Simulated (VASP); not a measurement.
# Br (P6/mmm) in VASP: notebook, part 2 of 2

VASP 6.6.1. Earlier steps stand in the parts before.

### Step 3. Relaxation of cell and atoms, PBEsol

This run uses another cell than the first one, of 25.78 Å³/atom, 0.831 times its volume.

Contents of INCAR:

```
SYSTEM = Br
ALGO = Normal
EDIFF = 1E-7
EDIFFG = -0.01
ENCUT = 600
GGA = PS
IBRION = 2
ISIF = 3
ISMEAR = 0
LASPH = .True.
LCHARG = .False.
LREAL = .False.
LWAVE = .False.
NELM = 100
NSW = 100
PREC = Accurate
SIGMA = 0.1
```

Contents of KPOINTS:

```
k-points
0
Gamma
  21 21 18
  0 0 0
```

Contents of POSCAR:

```
Br
1.0
    3.1936499259      0.0000000000      0.0000000000
   -1.5968249630      2.7657819667      0.0000000000
    0.0000000000      0.0000000000      2.9187309305
Br
1
Direct
    0.0000000000      0.0000000000      0.0000000000
```

Potentials or basis: VASP PAW PBE potentials, release 64 (Br).

Command:

```sh
$ cat potpaw_PBE.64/Br/POTCAR > POTCAR
$ mpirun -np 1 vasp_std > vasp.out
```

OUTCAR:

```text
SYSTEM = Br
   EDIFF = 1E-7
   EDIFFG = -0.01
   ENCUT = 600
   GGA = PS
   IBRION = 2
   ISIF = 3
   ISMEAR = 0
   LASPH = .True.
   LREAL = .False.
   NELM = 100
   NSW = 100
   PREC = Accurate

 ion  position               nearest neighbor table
   1  0.000  0.000  0.000-

  LATTYP: Found a hexagonal cell.
 ALAT       =     3.1936499259
 C/A-ratio  =     0.9139169910

  Lattice vectors:

 A1 = (   3.1936499259,   0.0000000000,   0.0000000000)
 A2 = (  -1.5968249630,   2.7657819667,   0.0000000000)
 A3 = (   0.0000000000,   0.0000000000,   2.9187309305)

Analysis of symmetry for initial positions (statically):
=====================================================================
 Subroutine PRICEL returns:
 Original cell was already a primitive cell.

 Routine SETGRP: Setting up the symmetry group for a
 hexagonal supercell.

 Subroutine GETGRP returns: Found 24 space group operations
 (whereof 24 operations were pure point group operations)
 out of a pool of 24 trial point group operations.

The static configuration has the point symmetry D_6h.

Analysis of symmetry for dynamics (positions and initial velocities):
=====================================================================
 Subroutine PRICEL returns:
[... 259 lines left out ...]

[... ionic steps 4 to 11 ...]

--------------------------------------- Ionic step       12  -------------------------------------------

 number of electron       7.0000000 magnetization

------------------------ aborting loop because EDIFF is reached ----------------------------------------
[... 65 lines left out ...]
--------------------------------------- Ionic step       14  -------------------------------------------

 number of electron       7.0000000 magnetization

 Free energy of the ion-electron system (eV)
  ---------------------------------------------------
  ext. energy  EPLUGINS =         0.00000000
  ---------------------------------------------------
  free energy    TOTEN  =        -1.76749533 eV

  energy without entropy =       -1.76363559  energy(sigma->0) =       -1.76556546

 E-fermi :   0.4389     XC(G=0):  -8.4795

 val. band max:        0.4374743551   @ k =   0.4286   0.0000   0.4444
 cond. band min:       0.4404019561   @ k =   0.1905   0.0000   0.3889
 fundamental gap:      0.0029276010
 Fermi energy:         0.4389272139

 k-point     1 :       0.0000    0.0000    0.0000
  band No.  band energies     occupation
      1     -15.6118      2.00000
      2      -1.3054      2.00000
      3      -1.3054      2.00000
      4       4.4745      0.00000
      5       5.4686      0.00000
      6      10.5651      0.00000
      7      10.5651      0.00000
[... 221 lines left out ...]
 k-point    24 :       0.1905    0.0952    0.0000
  band No.  band energies     occupation
      1     -15.4389      2.00000
      2      -2.6919      2.00000
      3      -1.6806      2.00000
      4       4.5648      0.00000
      5       7.4338      0.00000
      6       9.1455      0.00000
      7      12.5977      0.00000

 [... further k-points ...]
[... 5 lines left out ...]
  --------------------------------------------------------------------------------------
  -------------------------------------------------------------------------------------
  Total        0.0014143      0.0014143     -0.0015748     -0.0000000      0.0000000      0.0000000
  in kB        0.0730206      0.0730206     -0.0813066     -0.0000000      0.0000000      0.0000000
  external PRESSURE =       0.0215782 kB  Pullay stress =       0.0000000 kB
[... 16 lines left out ...]
  FREE ENERGIE OF THE ION-ELECTRON SYSTEM (eV)
  ---------------------------------------------------
  free  energy   TOTEN  =        -1.7674953297 eV

  energy  without entropy=       -1.7636355916  energy(sigma->0) =       -1.76556546

 reached required accuracy - stopping structural energy minimisation
```

CONTCAR:

```text
Br
   1.00000000000000
     3.7547814792205463   -0.0000000000113956   -0.0000000000000000
    -1.8773907396789269    3.2517361467898453   -0.0000000000000000
    -0.0000000000000001    0.0000000000000001    2.5415544523504447
  Br
     1
Direct
     0.0000000000000000    0.0000000000000000    0.0000000000000000

  0.00000000E+00  0.00000000E+00  0.00000000E+00
```

It took 11 min on 1 thread of Intel Xeon Platinum 8259CL at 2.50GHz (Skylake/Cascade Lake), shared host; peak memory 0.24 GiB.

Results:

```
Free energy                            : -1.7675 eV
Relaxed volume                         : 31.03 Å³/atom
Relaxed cell                           : a = 3.755 Å, b = 3.755 Å, c = 2.542 Å, α = 90.00°, β = 90.00°, γ = 120.00°
Space group after relaxing (to 0.05 Å) : P6/mmm (No. 191)
Energy gained by relaxing              : 311.0 meV/atom
Ionic steps                            : 14
Pressure after relaxing                : 0.0 GPa
```

The path:
```tsv
step	energy change (eV)	largest force (eV/Å)	pressure (GPa)	volume (Å³)
1	0.0000	0.0000	-0.13	25.78
2	-0.1363	0.0000	0.71	25.63
3	-0.2354	0.0000	4.62	25.26
4	-0.2335	0.0000	5.94	25.18
5	-0.2634	0.0000	5.21	27.16
6	-0.2633	0.0000	5.20	27.24
7	-0.3082	0.0000	-0.31	30.25
8	-0.3087	0.0000	0.13	29.92
9	-0.3087	0.0000	0.05	29.98
10	-0.3098	0.0000	0.01	30.27
11	-0.3110	0.0000	-0.03	31.07
12	-0.3110	0.0000	-0.03	31.05
13	-0.3110	0.0000	0.03	31.01
14	-0.3110	0.0000	0.00	31.03
```

Final structure:
```cif
data_structure
_symmetry_space_group_name_H-M 'P 1'
_symmetry_Int_Tables_number 1
_cell_length_a 3.7548
_cell_length_b 3.7548
_cell_length_c 2.5416
_cell_angle_alpha 90.000
_cell_angle_beta 90.000
_cell_angle_gamma 120.000
_cell_volume 31.03
loop_
_atom_site_label
_atom_site_type_symbol
_atom_site_fract_x
_atom_site_fract_y
_atom_site_fract_z
_atom_site_occupancy
Br1 Br 0.00000 0.00000 0.00000 1
```

Levels at points of the mesh, in eV from the Fermi level:
```tsv
k point	band 1	band 2	band 3	band 4	band 5	band 6	band 7
(0.00, 0.00, 0.00)	-16.05	-1.74	-1.74	4.04	5.03	10.13	10.13
(0.00, 0.00, 0.50)	-12.95	-6.52	0.51	0.51	10.32	10.90	11.00
```

Caveat: the volume moved by over 15 % at a fixed basis, so the end points are rough; the PAW data sets were made with another functional, which shifts forces and pressure a little; an odd number of electrons without spin polarisation forces a metal; a magnetic or distorted state may lie lower.

### Step 4. Single point, PBEsol

This run uses another cell than the first one, of 31.93 Å³/atom, 1.029 times its volume.

Contents of INCAR:

```
PREC = Accurate
ENCUT = 520
EDIFF = 1E-7
ISMEAR = 0
SIGMA = 0.1
LREAL = False
LASPH = True
NELM = 100
ALGO = Normal
ISIF = 2
LWAVE = False
LCHARG = False
GGA = PS
NBANDS = 10
```

Contents of KPOINTS:

```
regular mesh
0
Gamma
  18 18 22
```

Contents of POSCAR:

```
Br
1.0
    3.8173733060      0.0000000000      0.0000000000
   -1.9086866530      3.3059422587      0.0000000000
    0.0000000000      0.0000000000      2.5299310033
Br
1
Direct
    0.0000000000      0.0000000000      0.0000000000
```

Command:

```sh
$ cat potpaw_PBE.64/Br/POTCAR > POTCAR
$ mpirun -np 1 vasp_std > vasp.out
```

It took 80 s on 1 thread of Intel Xeon Platinum 8259CL at 2.50GHz (Skylake/Cascade Lake), shared host; peak memory 0.24 GiB.

The run converged. Its results:

```
Free energy : -1.7514 eV
Pressure    : 0.0 GPa
```

Stress tensor (GPa, compression positive):
```
0.00 0.00 0.00
0.00 0.00 0.00
0.00 0.00 0.10
```

Levels at points of the mesh, in eV from the Fermi level:
| k point | band 1 | band 2 | band 3 | band 4 | band 5 | band 6 | band 7 | band 8 |
| --- | --- | --- | --- | --- | --- | --- | --- | --- |
| (0.00, 0.00, 0.00) | -16.09 | -1.90 | -1.90 | 4.13 | 4.89 | 9.97 | 9.97 | 12.73 |
| (0.50, 0.00, 0.00) | -15.79 | -4.16 | -2.41 | 4.28 | 6.25 | 11.79 | 13.11 | 15.64 |
| (0.00, 0.00, 0.50) | -12.90 | -6.61 | 0.43 | 0.43 | 10.27 | 10.74 | 10.74 | 10.80 |
| (0.50, 0.00, 0.50) | -12.63 | -6.29 | -1.26 | 0.05 | 6.26 | 9.68 | 10.98 | 13.09 |

Caveat: the PAW data sets were made with another functional, which shifts forces and pressure a little; an odd number of electrons without spin polarisation forces a metal; a magnetic or distorted state may lie lower.

### Step 5. Relaxation of cell and atoms, PBEsol

Contents of INCAR:

```
SYSTEM = Br
  PREC = Accurate
  ENCUT = 600
  EDIFF = 1E-6
  ISMEAR = 0
  SIGMA = 0.1
  LREAL = .FALSE.
  LASPH = .TRUE.
  NELM = 100
  ALGO = Normal
  ISIF = 3
  LWAVE = .FALSE.
  LCHARG = .FALSE.
  GGA = PS
  IBRION = 2
  NSW = 100
  EDIFFG = -0.01
```

Contents of KPOINTS:

```
regular mesh
0
G
  18 18 22
  0 0 0
```

Contents of POSCAR:

```
Br
1.0
    3.7546057986      0.0000000000      0.0000000000
   -1.8773028993      3.2515840028      0.0000000000
    0.0000000000      0.0000000000      2.5406543815
Br
1
Direct
    0.0000000000      0.0000000000      0.0000000000
```

Potentials or basis: VASP PAW PBE potentials, release 64 (Br).

Command:

```sh
$ cat potpaw_PBE.64/Br/POTCAR > POTCAR
$ mpirun -np 1 vasp_std > vasp.out
```

OUTCAR:

```text
SYSTEM = Br
   PREC = Accurate
   ENCUT = 600
   EDIFF = 1E-6
   ISMEAR = 0
   LREAL = .FALSE.
   LASPH = .TRUE.
   NELM = 100
   ISIF = 3
   GGA = PS
   IBRION = 2
   NSW = 100
   EDIFFG = -0.01

 ion  position               nearest neighbor table
   1  0.000  0.000  0.000-

  LATTYP: Found a hexagonal cell.
 ALAT       =     3.7546057986
 C/A-ratio  =     0.6766767319

  Lattice vectors:

 A1 = (   3.7546057986,   0.0000000000,   0.0000000000)
 A2 = (  -1.8773028993,   3.2515840028,   0.0000000000)
 A3 = (   0.0000000000,   0.0000000000,   2.5406543815)

Analysis of symmetry for initial positions (statically):
=====================================================================
 Subroutine PRICEL returns:
 Original cell was already a primitive cell.

 Routine SETGRP: Setting up the symmetry group for a
 hexagonal supercell.

 Subroutine GETGRP returns: Found 24 space group operations
 (whereof 24 operations were pure point group operations)
 out of a pool of 24 trial point group operations.

The static configuration has the point symmetry D_6h.

Analysis of symmetry for dynamics (positions and initial velocities):
=====================================================================
 Subroutine PRICEL returns:
 Original cell was already a primitive cell.

 Routine SETGRP: Setting up the symmetry group for a
 hexagonal supercell.

 Subroutine GETGRP returns: Found 24 space group operations
 (whereof 24 operations were pure point group operations)
 out of a pool of 24 trial point group operations.

The dynamic configuration has the point symmetry D_6h.

 Subroutine INISYM returns: Found 24 space group operations
 (whereof 24 operations are pure point group operations),
 and found     1 'primitive' translations

----------------------------------------------------------------------------------------

                                     Primitive cell

  volume of cell :      31.0174

  direct lattice vectors                    reciprocal lattice vectors
     3.754605799  0.000000000  0.000000000     0.266339545  0.153771208  0.000000000
    -1.877302899  3.251584003  0.000000000     0.000000000  0.307542416  0.000000000
     0.000000000  0.000000000  2.540654382     0.000000000  0.000000000  0.393599384

  length of vectors
     3.754605799  3.754605799  2.540654382     0.307542416  0.307542416  0.393599384

  position of ions in fractional coordinates (direct lattice)
     0.000000000  0.000000000  0.000000000

  ion indices of the primitive-cell ions
   primitive index   ion index
                 1           1

----------------------------------------------------------------------------------------

 KPOINTS: regular mesh

Automatic generation of k-mesh.
 Grid dimensions read from file:
 generate k-points for:   18   18   22

 Generating k-lattice:

  Cartesian coordinates                     Fractional coordinates (reciprocal lattice)
     0.014796641  0.008542845  0.000000000     0.055555556  0.000000000  0.000000000
     0.000000000  0.017085690  0.000000000     0.000000000  0.055555556  0.000000000
     0.000000000  0.000000000  0.017890881     0.000000000  0.000000000  0.045454545
[... 50 lines left out ...]
   ICHARG =      2    charge: 1-file 2-atom 10-const
   ISPIN  =      1    spin polarized calculation?
   LNONCOLLINEAR =      F non collinear calculations
   LSORBIT =      F    spin-orbit coupling
   LASPH  =      T    aspherical Exc in radial PAW
   ENCUT  =  600.0 eV  44.10 Ry    6.64 a.u.   7.50  7.50  5.07*2*pi/ulx,y,z
   NELM   =    100;   NELMIN=  2; NELMDL= -5     # of ELM steps
   EDIFF  = 0.1E-05   stopping-criterion for ELM
   LREAL  =      F    real-space projection
   EDIFFG = -.1E-01   stopping-criterion for IOM
   NSW    =    100    number of steps for IOM
   IBRION =      2    ionic relax: 0-MD 1-quasi-New 2-CG
   NFREE  =      1    steps in history (QN), initial steepest desc. (CG)
   ISIF   =      3    stress and relaxation
   ISYM   =      2    0-nonsym 1-usesym 2-fastsym
   POTIM  = 0.5000    time-step for ionic-motion
   TEBEG  =    0.0;   TEEND  =   0.0 temperature during run
   PSTRESS=    0.0 pullay stress
   NELECT =       7.0000    total number of electrons
   NUPDOWN=      -1.0000    fix difference up-down
   EMIN   =  10.00;   EMAX   =-10.00  energy-range for DOS
   EFERMI =   0.00;   METHOD = LEGACY
   ISMEAR =     0;   SIGMA  =   0.10  broadening in eV -4-tet -1-fermi 0-gaus
   EFERMI_NEDOS =   21; number of points for ismear=-14 and -15
   IALGO  =     38    algorithm
   IMIX   =      4    mixing-type and parameters
     AMIX     =   0.40;   BMIX     =  1.00
     AMIX_MAG =   1.60;   BMIX_MAG =  1.00
  volume/ion in A,a.u.               =      31.02       209.32
  Fermi-wavevector in a.u.,A,eV,Ry     =   0.996719  1.883525 13.516679  0.993448
  Thomas-Fermi vector in A             =   2.128826
   LORBIT       =      0    0 simple, 1 ext, 2 COOP (PROOUT), +10 PAW based schemes
   GGA     = PS    functional components
   LHFCALC =     F    Hartree Fock is set to
   AEXX    =    0.0000 exact exchange contribution
   IVDW    =     0    specifies the selected vdW correction
   LEPSILON=     F    determine dielectric tensor
   LRPA    =     F    only Hartree local field effects (RPA)
 conjugate gradient relaxation of ions
 non-spin polarized calculation
 Gauss-broadening in eV      SIGMA  =   0.10
  energy-cutoff  :      600.00
  volume of cell :       31.02
 maximum number of plane-waves:      1068
 NGX is ok and might be reduce to    30
   NGX = 15   NGY = 15   NGZ = 11

--------------------------------------- Ionic step        1  -------------------------------------------

 number of electron       7.0000002 magnetization

 Free energy of the ion-electron system (eV)
  ---------------------------------------------------
  ext. energy  EPLUGINS =         0.00000000
  ---------------------------------------------------
  free energy    TOTEN  =        -1.75052628 eV

  energy without entropy =       -1.74583553  energy(sigma->0) =       -1.74818090

------------------------ aborting loop because EDIFF is reached ----------------------------------------

  FORCE on cell =-STRESS in cart. coord.  units (eV):
  Direction    XX          YY          ZZ          XY          YZ          ZX
  --------------------------------------------------------------------------------------
  -------------------------------------------------------------------------------------
  Total        0.0480765      0.0480765     -0.1116373      0.0000000     -0.0000000      0.0000000
  in kB        2.4833552      2.4833552     -5.7665346      0.0000000     -0.0000000      0.0000000
  external PRESSURE =      -0.2666081 kB  Pullay stress =       0.0000000 kB
[... 86 lines left out ...]
  FREE ENERGIE OF THE ION-ELECTRON SYSTEM (eV)
  ---------------------------------------------------
  free  energy   TOTEN  =        -1.7508179603 eV

  energy  without entropy=       -1.7464266644  energy(sigma->0) =       -1.74862231

[... ionic steps 4 to 9 ...]

--------------------------------------- Ionic step       10  -------------------------------------------

 number of electron       6.9999999 magnetization

------------------------ aborting loop because EDIFF is reached ----------------------------------------
[... 65 lines left out ...]
--------------------------------------- Ionic step       12  -------------------------------------------

 number of electron       6.9999999 magnetization

 Free energy of the ion-electron system (eV)
  ---------------------------------------------------
  ext. energy  EPLUGINS =         0.00000000
  ---------------------------------------------------
  free energy    TOTEN  =        -1.75154194 eV

  energy without entropy =       -1.74744772  energy(sigma->0) =       -1.74949483

 E-fermi :   0.2595     XC(G=0):  -8.3241

 val. band max:        0.2592251673   @ k =   0.2222   0.0000   0.4091
 cond. band min:       0.2641531589   @ k =   0.3333   0.0556   0.4545
 fundamental gap:      0.0049279916
 Fermi energy:         0.2594808736

 k-point     1 :       0.0000    0.0000    0.0000
  band No.  band energies     occupation
      1     -15.8282      2.00000
      2      -1.6386      2.00000
      3      -1.6386      2.00000
      4       4.3757      0.00000
      5       5.1556      0.00000
      6      10.2315      0.00000
      7      10.2315      0.00000
[... 221 lines left out ...]
 k-point    24 :       0.3889    0.1111    0.0000
  band No.  band energies     occupation
      1     -15.5262      2.00000
      2      -3.7741      2.00000
      3      -2.3408      2.00000
      4       4.5275      0.00000
      5       7.0457      0.00000
      6      11.1823      0.00000
      7      13.3629      0.00000

 [... further k-points ...]
[... 5 lines left out ...]
  --------------------------------------------------------------------------------------
  -------------------------------------------------------------------------------------
  Total       -0.0008494     -0.0008494     -0.0009361      0.0000000     -0.0000000      0.0000000
  in kB       -0.0426030     -0.0426030     -0.0469532      0.0000000     -0.0000000      0.0000000
  external PRESSURE =      -0.0440531 kB  Pullay stress =       0.0000000 kB
[... 16 lines left out ...]
  FREE ENERGIE OF THE ION-ELECTRON SYSTEM (eV)
  ---------------------------------------------------
  free  energy   TOTEN  =        -1.7515419402 eV

  energy  without entropy=       -1.7474477249  energy(sigma->0) =       -1.74949483

 reached required accuracy - stopping structural energy minimisation
```

Wall time 8 min (1 thread of Intel Xeon Platinum 8259CL at 2.50GHz (Skylake/Cascade Lake), shared host); peak memory 0.25 GiB.

Results:

```yaml
Free_energy: -1.7515 eV
Relaxed_volume: 31.94 Å³/atom
Relaxed_cell: a = 3.817 Å, b = 3.817 Å, c = 2.531 Å, α = 90.00°, β = 90.00°, γ = 120.00°
Space_group_after_relaxing_to_0.05_Å: P6/mmm (No. 191)
Energy_gained_by_relaxing: 1.0 meV/atom
Ionic_steps: 12
Pressure_after_relaxing: 0.0 GPa
```

Step by step:
| step | energy change (eV) | largest force (eV/Å) | pressure (GPa) | volume (Å³) |
| --- | --- | --- | --- | --- |
| 1 | 0.0000 | 0.0000 | -0.03 | 31.02 |
| 2 | -0.0002 | 0.0000 | 0.37 | 30.99 |
| 3 | -0.0003 | 0.0000 | 0.24 | 31.00 |
| 4 | -0.0006 | 0.0000 | 0.19 | 31.19 |
| 5 | -0.0010 | 0.0000 | 0.05 | 31.77 |
| 6 | -0.0010 | 0.0000 | 0.09 | 31.90 |
| 7 | -0.0010 | 0.0000 | -0.02 | 32.16 |
| 8 | -0.0010 | 0.0000 | -0.01 | 32.04 |
| 9 | -0.0010 | 0.0000 | -0.02 | 31.97 |
| 10 | -0.0010 | 0.0000 | 0.00 | 31.94 |
| 11 | -0.0010 | 0.0000 | -0.06 | 31.95 |
| 12 | -0.0010 | 0.0000 | 0.00 | 31.94 |

Final structure:
```
Br
1.0
     3.81738    0.00000    0.00000
    -1.90869    3.30595    0.00000
     0.00000    0.00000    2.53106
Br
1
Direct
  0.00000 0.00000 0.00000
```

Caveat: the PAW data sets were made with another functional, which shifts forces and pressure a little; an odd number of electrons without spin polarisation forces a metal; a magnetic or distorted state may lie lower.

### Step 6. Summary

| task | cell | k mesh | cutoff (eV) | gap on the mesh (eV) | pressure (GPa) | relaxed volume (Å³/atom) |
| --- | --- | --- | --- | --- | --- | --- |
| single point | a = 3.755, b = 3.755, c = 2.541 Å, angles 90.0, 90.0, 120.0°, 1 atom | 21 × 21 × 18 | 520 | none | 0.0 | - |
| relaxation of cell and atoms | relaxed from a = 3.194, b = 3.194, c = 2.919 Å, angles 90.0, 90.0, 120.0°, 1 atom | 21 × 21 × 18 | 600 | none | 0.0 | 31.03 |
| single point | a = 3.817, b = 3.817, c = 2.530 Å, angles 90.0, 90.0, 120.0°, 1 atom | 18 × 18 × 22 | 520 | none | 0.0 | - |
| relaxation of cell and atoms | relaxed from a = 3.755, b = 3.755, c = 2.541 Å, angles 90.0, 90.0, 120.0°, 1 atom | 18 × 18 × 22 | 600 | none | 0.0 | 31.94 |

Alike in all rows: level PBEsol; potentials or basis VASP PAW PBE potentials, release 64 (Br); no spin polarisation; smearing gaussian 0.1 eV.

Caveats: the PAW data sets were made with another functional, which shifts forces and pressure a little; an odd number of electrons without spin polarisation forces a metal; a magnetic or distorted state may lie lower; the volume moved by over 15 % at a fixed basis, so the end points are rough (some runs).

Absolute energies hang on the potentials; compare differences alone.
